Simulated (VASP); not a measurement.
# Sc3PIr4 (P4/mmm) in VASP: further runs

The runs below take Sc3PIr4 through relaxation of cell and atoms, single point, with PBE.

All numbers are computed with VASP 6.6.1; they aren't measurements. Logs are shortened: lines on timing, memory, paths and dates and some standing lists are left out, and cuts for length are marked.

### Step 1. The cell of the first run

Symmetry: P4/mmm, No. 123, tetragonal system. The conventional cell has a = 3.459 Å, b = 3.459 Å, c = 12.833 Å, α = 90.00°, β = 90.00°, γ = 90.00°. Sc (site symmetry 4mm) has 8 Ir at 2.92 to 2.97 Å and 1 P at 3.20 Å and 5 Sc at 3.22 to 3.46 Å within 3.8 Å. Sc (site symmetry 4/mmm) has 8 Ir at 2.93 Å and 6 Sc at 3.22 to 3.46 Å within 3.9 Å. Within 3.8 Å of P (site symmetry 4/mmm) lie 8 Ir at 2.88 Å and 2 Sc at 3.20 Å and 4 P at 3.46 Å. Within 3.8 Å of Ir (site symmetry 4mm) lie 4 P at 2.88 Å and 4 Sc at 2.97 Å and 6 Ir at 3.02 to 3.46 Å. Within 3.8 Å of Ir (site symmetry 4mm) lie 8 Sc at 2.92 to 2.93 Å and 6 Ir at 3.24 to 3.46 Å.

The cell was generated, and may not be a known phase.

### Step 2. Relaxation of cell and atoms, PBE

Input file INCAR:

```
SYSTEM = Sc3PIr4
PREC = Accurate
ENCUT = 600
EDIFF = 1E-6
ISMEAR = 0
SIGMA = 0.2
LREAL = .FALSE.
LASPH = .TRUE.
NELM = 60
ALGO = Normal
ISIF = 3
LWAVE = .FALSE.
LCHARG = .FALSE.
GGA = PE
IBRION = 2
NSW = 36
EDIFFG = -0.08
```

Input file KPOINTS:

```
Automatic mesh
0
G
  5 5 2
  0 0 0
```

Input file POSCAR:

```
Sc3PIr4
1.0
    3.4586456800      0.0000000000      0.0000000000
    0.0000000000      3.4586456800      0.0000000000
    0.0000000000      0.0000000000     12.8327175200
Sc P Ir
3 1 4
Direct
    0.0000000000      0.0000000000      0.2493670000
    0.0000000000      0.0000000000      0.5000000000
    0.0000000000      0.0000000000      0.7506330000
    0.0000000000      0.0000000000      0.0000000000
    0.5000000000      0.5000000000      0.1178290000
    0.5000000000      0.5000000000      0.3737939900
    0.5000000000      0.5000000000      0.6262060100
    0.5000000000      0.5000000000      0.8821710000
```

Potentials or basis: VASP PAW PBE potentials, release 64 (Sc_sv, P, Ir).

Command:

```
$ cat potpaw_PBE.64/Sc_sv/POTCAR potpaw_PBE.64/P/POTCAR potpaw_PBE.64/Ir/POTCAR > POTCAR
$ mpirun -np 1 vasp_std > vasp.out
```

OUTCAR:

```text
SYSTEM = Sc3PIr4
   PREC = Accurate
   ENCUT = 600
   EDIFF = 1E-6
   ISMEAR = 0
   LREAL = .FALSE.
   LASPH = .TRUE.
   NELM = 60
   ISIF = 3
   GGA = PE
   IBRION = 2
   NSW = 36
   EDIFFG = -0.08

 ion  position               nearest neighbor table
   1  0.000  0.000  0.249-   6 2.92   6 2.92   6 2.92   6 2.92   5 2.97   5 2.97   5 2.97   5 2.97
                             2 3.22
   2  0.000  0.000  0.500-   6 2.93   7 2.93   6 2.93   7 2.93   6 2.93   7 2.93   6 2.93   7 2.93
                             1 3.22   3 3.22
   3  0.000  0.000  0.751-   7 2.92   7 2.92   7 2.92   7 2.92   8 2.97   8 2.97   8 2.97   8 2.97
                             2 3.22
   4  0.000  0.000  0.000-   5 2.88   8 2.88   5 2.88   8 2.88   5 2.88   8 2.88   5 2.88   8 2.88

   5  0.500  0.500  0.118-   4 2.88   4 2.88   4 2.88   4 2.88   1 2.97   1 2.97   1 2.97   1 2.97
                             8 3.02   6 3.28
   6  0.500  0.500  0.374-   1 2.92   1 2.92   1 2.92   1 2.92   2 2.93   2 2.93   2 2.93   2 2.93
                             7 3.24   5 3.28
   7  0.500  0.500  0.626-   3 2.92   3 2.92   3 2.92   3 2.92   2 2.93   2 2.93   2 2.93   2 2.93
                             6 3.24   8 3.28
   8  0.500  0.500  0.882-   4 2.88   4 2.88   4 2.88   4 2.88   3 2.97   3 2.97   3 2.97   3 2.97
                             5 3.02   7 3.28

  LATTYP: Found a simple tetragonal cell.
 ALAT       =     3.4586456800
 C/A-ratio  =     3.7103302007

  Lattice vectors:

 A1 = (   3.4586456800,   0.0000000000,   0.0000000000)
 A2 = (   0.0000000000,   3.4586456800,   0.0000000000)
 A3 = (   0.0000000000,   0.0000000000,  12.8327175200)

Analysis of symmetry for initial positions (statically):
=====================================================================
 Subroutine PRICEL returns:
 Original cell was already a primitive cell.

 Routine SETGRP: Setting up the symmetry group for a
 simple tetragonal supercell.

 Subroutine GETGRP returns: Found 16 space group operations
 (whereof 16 operations were pure point group operations)
 out of a pool of 16 trial point group operations.

The static configuration has the point symmetry D_4h.

Analysis of symmetry for dynamics (positions and initial velocities):
=====================================================================
 Subroutine PRICEL returns:
 Original cell was already a primitive cell.

 Routine SETGRP: Setting up the symmetry group for a
 simple tetragonal supercell.

 Subroutine GETGRP returns: Found 16 space group operations
 (whereof 16 operations were pure point group operations)
[... 120 lines left out ...]
     AMIX     =   0.40;   BMIX     =  1.00
     AMIX_MAG =   1.60;   BMIX_MAG =  1.00
  volume/ion in A,a.u.               =      19.19       129.49
  Fermi-wavevector in a.u.,A,eV,Ry     =   1.283636  2.425720 22.418602  1.647721
  Thomas-Fermi vector in A             =   2.415877
   LORBIT       =      0    0 simple, 1 ext, 2 COOP (PROOUT), +10 PAW based schemes
   GGA     = PE    functional components
   LHFCALC =     F    Hartree Fock is set to
   AEXX    =    0.0000 exact exchange contribution
   IVDW    =     0    specifies the selected vdW correction
   LEPSILON=     F    determine dielectric tensor
   LRPA    =     F    only Hartree local field effects (RPA)
 conjugate gradient relaxation of ions
 non-spin polarized calculation
 Gauss-broadening in eV      SIGMA  =   0.20
  energy-cutoff  :      600.00
  volume of cell :      153.51
 maximum number of plane-waves:      5148
 NGX is ok and might be reduce to    28
   NGX = 13   NGY = 13   NGZ = 51

--------------------------------------- Ionic step        1  -------------------------------------------

 number of electron      73.9999998 magnetization

 Free energy of the ion-electron system (eV)
  ---------------------------------------------------
  ext. energy  EPLUGINS =         0.00000000
  ---------------------------------------------------
  free energy    TOTEN  =       -63.57677325 eV

  energy without entropy =      -63.53819694  energy(sigma->0) =      -63.55748509

------------------------ aborting loop because EDIFF is reached ----------------------------------------

  FORCE on cell =-STRESS in cart. coord.  units (eV):
  Direction    XX          YY          ZZ          XY          YZ          ZX
  --------------------------------------------------------------------------------------
  -------------------------------------------------------------------------------------
  Total      -21.1280540    -21.1280540    -18.1409202      0.0000000      0.0000000     -0.0000000
  in kB     -220.5155903   -220.5155903   -189.3385794      0.0000000      0.0000000     -0.0000000
  external PRESSURE =    -210.1232534 kB  Pullay stress =       0.0000000 kB
[... 29 lines left out ...]
--------------------------------------- Ionic step        2  -------------------------------------------

 number of electron      74.0000001 magnetization

 E-fermi :  10.7562     XC(G=0): -13.5406

 val. band max:       10.7415834245   @ k =   0.4000   0.4000   0.5000
 cond. band min:      10.7571420328   @ k =   0.2000   0.2000   0.0000
 fundamental gap:      0.0155586083
 Fermi energy:        10.7561822123

 k-point     1 :       0.0000    0.0000    0.0000
  band No.  band energies     occupation
      1     -38.0827      2.00000
      2     -38.0237      2.00000
      3     -38.0002      2.00000
      4     -17.2478      2.00000
      5     -16.9718      2.00000
      6     -16.6869      2.00000
[... 630 lines left out ...]
  FREE ENERGIE OF THE ION-ELECTRON SYSTEM (eV)
  ---------------------------------------------------
  free  energy   TOTEN  =       -65.5719761201 eV

  energy  without entropy=      -65.5360644567  energy(sigma->0) =      -65.55402029

[... ionic steps 4 to 9 ...]

--------------------------------------- Ionic step       10  -------------------------------------------

 number of electron      73.9999997 magnetization

------------------------ aborting loop because EDIFF is reached ----------------------------------------
[... 79 lines left out ...]
--------------------------------------- Ionic step       12  -------------------------------------------

 number of electron      73.9999997 magnetization

 Free energy of the ion-electron system (eV)
  ---------------------------------------------------
  ext. energy  EPLUGINS =         0.00000000
  ---------------------------------------------------
  free energy    TOTEN  =       -65.71318076 eV

  energy without entropy =      -65.67089738  energy(sigma->0) =      -65.69203907

 E-fermi :   7.7976     XC(G=0): -12.3830

 val. band max:        7.7565205640   @ k =   0.2000   0.2000   0.0000
 cond. band min:       7.8078356264   @ k =   0.4000   0.4000   0.0000
 fundamental gap:      0.0513150624
 Fermi energy:         7.7975725699

 k-point     1 :       0.0000    0.0000    0.0000
  band No.  band energies     occupation
      1     -41.4037      2.00000
      2     -41.3137      2.00000
      3     -41.3123      2.00000
      4     -20.2063      2.00000
      5     -20.0701      2.00000
      6     -19.9782      2.00000
[... 588 lines left out ...]
  FREE ENERGIE OF THE ION-ELECTRON SYSTEM (eV)
  ---------------------------------------------------
  free  energy   TOTEN  =       -65.7131807554 eV

  energy  without entropy=      -65.6708973807  energy(sigma->0) =      -65.69203907

 reached required accuracy - stopping structural energy minimisation
```

Run time: 16 min. Hardware: 1 thread of AMD EPYC 9R14 (Zen 4), shared host; peak memory 0.32 GiB.

What came out:

* Free energy: -65.7132 eV
* Relaxed volume: 16.06 Å³/atom
* Relaxed cell: a = 3.237 Å, b = 3.237 Å, c = 12.267 Å, α = 90.00°, β = 90.00°, γ = 90.00°
* Space group after relaxing (to 0.1 Å): P4/mmm (No. 123)
* Energy gained by relaxing: 267.1 meV/atom
* Ionic steps: 12
* Pressure after relaxing: 0.1 GPa
* Largest force after relaxing: 0.044 eV/Å
* Band gap on the k mesh: zero (bands 37 and 38 overlap by 0.59 eV)

Forces in eV/Å, atoms in the order of the input:
```
Sc   0.000  0.000 -0.013
Sc   0.000  0.000  0.000
Sc   0.000  0.000  0.013
P    0.000  0.000  0.000
Ir   0.000  0.000  0.018
Ir   0.000  0.000 -0.044
Ir   0.000  0.000  0.044
Ir   0.000  0.000 -0.018
```

The path:
| step | energy change (eV) | largest force (eV/Å) | pressure (GPa) | volume (Å³) |
| --- | --- | --- | --- | --- |
| 1 | 0.0000 | 1.1206 | -21.01 | 153.51 |
| 2 | 1.7609 | 0.7367 | 60.45 | 104.10 |
| 3 | -1.9952 | 1.0705 | -1.16 | 129.42 |
| 4 | -2.0011 | 1.0602 | 0.06 | 128.52 |
| 5 | -2.0014 | 1.0547 | 0.74 | 128.05 |
| 6 | -2.0900 | 0.4193 | 0.67 | 128.06 |
| 7 | -2.1013 | 0.4290 | 0.70 | 128.07 |
| 8 | -2.1265 | 0.2250 | -1.08 | 129.36 |
| 9 | -2.1270 | 0.2030 | -1.36 | 129.58 |
| 10 | -2.1295 | 0.2584 | 1.24 | 127.79 |
| 11 | -2.1345 | 0.1114 | 0.05 | 128.58 |
| 12 | -2.1364 | 0.0444 | 0.13 | 128.51 |

Final structure:
```cif
data_structure
_symmetry_space_group_name_H-M 'P 1'
_symmetry_Int_Tables_number 1
_cell_length_a 3.2366
_cell_length_b 3.2366
_cell_length_c 12.2674
_cell_angle_alpha 90.000
_cell_angle_beta 90.000
_cell_angle_gamma 90.000
_cell_volume 128.51
loop_
_atom_site_label
_atom_site_type_symbol
_atom_site_fract_x
_atom_site_fract_y
_atom_site_fract_z
_atom_site_occupancy
Sc1 Sc 0.00000 0.00000 0.24017 1
Sc2 Sc 0.00000 0.00000 0.50000 1
Sc3 Sc 0.00000 0.00000 0.75983 1
P1 P 0.00000 0.00000 0.00000 1
Ir1 Ir 0.50000 0.50000 0.11237 1
Ir2 Ir 0.50000 0.50000 0.37063 1
Ir3 Ir 0.50000 0.50000 0.62937 1
Ir4 Ir 0.50000 0.50000 0.88763 1
```

Levels at points of the mesh, in eV from the Fermi level:
| k point | band 35 | band 36 | band 37 | band 38 | band 39 | band 40 |
| --- | --- | --- | --- | --- | --- | --- |
| (0.00, 0.00, 0.00) | -1.43 | -1.26 | 0.60 | 0.77 | 0.77 | 0.98 |
| (0.00, 0.00, 0.50) | -1.43 | -1.33 | 0.45 | 0.71 | 0.74 | 0.74 |

Caveat: the k points lie up to 0.39 Å⁻¹ apart in the final cell, too coarse for converged energies and pressures of a metal; the volume moved by over 15 % at a fixed basis, so the end points are rough; spin-orbit coupling is left out, which moves the levels of the heavy elements; the relaxation stopped at a loose force limit of 0.08 eV/Å, so its end isn't a converged minimum.

### Step 3. Single point, PBE

This run uses another cell than the first one, of 16.08 Å³/atom.

Input file INCAR:

```
  PREC = Accurate
  ENCUT = 520
  EDIFF = 1E-6
  ISMEAR = 0
  SIGMA = 0.1
  LREAL = False
  LASPH = True
  NELM = 60
  ALGO = Normal
  ISIF = 2
  LWAVE = False
  LCHARG = False
  GGA = PE
  NBANDS = 47
```

Input file KPOINTS:

```
Automatic mesh
0
Gamma
  10 10 4
```

Input file POSCAR:

```
Sc3PIr4
1.0
    3.2216928622      0.0000000000      0.0000000000
    0.0000000000      3.2216928622      0.0000000000
    0.0000000000      0.0000000000     12.3935117714
Sc P Ir
3 1 4
Direct
    0.0000000000      0.0000000000      0.2400675516
    0.0000000000      0.0000000000      0.5000000000
    0.0000000000      0.0000000000      0.7599324484
    0.0000000000      0.0000000000      0.0000000000
    0.5000000000      0.5000000000      0.1118384324
    0.5000000000      0.5000000000      0.3698691416
    0.5000000000      0.5000000000      0.6301308584
    0.5000000000      0.5000000000      0.8881615676
```

Potentials or basis: VASP PAW PBE potentials, release 64 (Sc_sv, P, Ir).

Command:

```
$ cat potpaw_PBE.64/Sc_sv/POTCAR potpaw_PBE.64/P/POTCAR potpaw_PBE.64/Ir/POTCAR > POTCAR
$ mpirun -np 1 vasp_std > vasp.out
```

It took 6.7 min on 1 thread of AMD EPYC 9R14 (Zen 4), shared host; peak memory 0.41 GiB.

The run converged. Its results:

```yaml
Free_energy: -65.3314 eV
Pressure: 0.3 GPa
Largest_force: 0.005 eV/Å
Band_gap_on_the_k_mesh: zero (bands 37 and 38 overlap by 0.64 eV)
```

Forces in eV/Å, atoms in the order of the input:
```
Sc   0.000  0.000  0.005
Sc   0.000  0.000  0.000
Sc   0.000  0.000 -0.005
P    0.000  0.000  0.000
Ir   0.000  0.000 -0.004
Ir   0.000  0.000 -0.001
Ir   0.000  0.000  0.001
Ir   0.000  0.000  0.004
```

Levels at points of the mesh, in eV from the Fermi level:
```csv
k point,band 33,band 34,band 35,band 36,band 37,band 38,band 39,band 40,band 41,band 42
"(0.00, 0.00, 0.00)",-1.57,-1.47,-1.47,-1.26,0.55,0.80,0.84,0.84,1.40,1.43
"(0.50, 0.00, 0.00)",-1.47,-1.08,-1.01,-0.15,0.08,0.19,0.21,0.47,0.55,0.70
"(0.50, 0.50, 0.00)",-0.63,-0.37,-0.25,-0.23,-0.19,0.02,0.31,0.31,0.35,0.46
"(0.00, 0.00, 0.50)",-1.49,-1.49,-1.40,-1.33,0.30,0.65,0.80,0.80,1.24,1.30
"(0.50, 0.00, 0.50)",-1.49,-1.19,-1.13,-0.49,-0.10,0.16,0.18,0.39,0.79,0.82
"(0.50, 0.50, 0.50)",-0.56,-0.37,-0.26,-0.22,-0.20,-0.03,-0.03,0.29,0.37,0.44
```

Caveat: spin-orbit coupling is left out, which moves the levels of the heavy elements.

The gap in the log of VASP goes by the Fermi energy; the results here count the filled bands.